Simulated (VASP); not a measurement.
Wanted: the native input for a VASP 6.6.1 run.

| Property | Result |
| --- | --- |
| Task | single point |
| Functional | PBEsol |
| Potentials or basis | VASP PAW PBE potentials, release 64 (Mn_pv, O) |
| Cutoff | 600 eV |
| k mesh | 5 × 5 × 5 |
| Occupations | gaussian, width 0.2 eV |
| Spin | collinear spin, ferromagnetic start |
| Starting moments | [5.2, 0.0] μB |
| Hubbard terms | Mn d U = 3.0 eV |
| Dipole correction | no |
| Further INCAR settings | ALGO = Normal; EDIFF = 1e-06; NBANDS = 20 |

The structure of MnO (Manganosite) lies in POSCAR:

```
MnO
1.0
    0.0000000000      2.2230000000      2.2230000000
    2.2230000000      0.0000000000      2.2230000000
    2.2230000000      2.2230000000      0.0000000000
Mn O
1 1
Direct
    0.0000000000      0.0000000000      0.0000000000
    0.5000000000      0.5000000000      0.5000000000
```

One way to write it, as run:

INCAR

```
SYSTEM = MnO
  PREC = Accurate
  ENCUT = 600
  EDIFF = 1E-6
  ISMEAR = 0
  SIGMA = 0.2
  LREAL = .FALSE.
  LASPH = .TRUE.
  NELM = 200
  ALGO = Normal
  ISIF = 2
  LWAVE = .FALSE.
  LCHARG = .FALSE.
  ISPIN = 2
  MAGMOM = 5.2 0
  LORBIT = 11
  LMAXMIX = 4
  LDAU = .TRUE.
  LDAUTYPE = 2
  LDAUL = 2 -1
  LDAUU = 3 0
  LDAUJ = 0 0
  LDAUPRINT = 1
  GGA = PS
  NBANDS = 20
  GGA_COMPAT = .FALSE.
```

KPOINTS

```
Automatic mesh
0
G
  5 5 5
  0 0 0
```

Potentials or basis: VASP PAW PBE potentials, release 64 (Mn_pv, O).

Run with:

```bash
$ cat potpaw_PBE.64/Mn_pv/POTCAR potpaw_PBE.64/O/POTCAR > POTCAR
$ mpirun -np 1 vasp_std > vasp.out
```

Results of the run:

| Item | Value |
| --- | --- |
| Pressure | 0.6 GPa |
| Net moment | 5.00 μB per cell |
| Site moments | Mn +4.58; O +0.17 μB |
| Valence electrons inside the program's atomic spheres | Mn 11.35; O 4.98 |

Caveat: the k points lie up to 0.49 Å⁻¹ apart; the PAW data sets were made with another functional, which shifts forces and pressure a little; a cell with one magnetic atom can't hold antiferromagnetic order, which such compounds often take.

It took 11 s on 1 thread of AMD EPYC 7R13 Processor (Zen 3), on a shared host, peak memory 0.14 GiB.
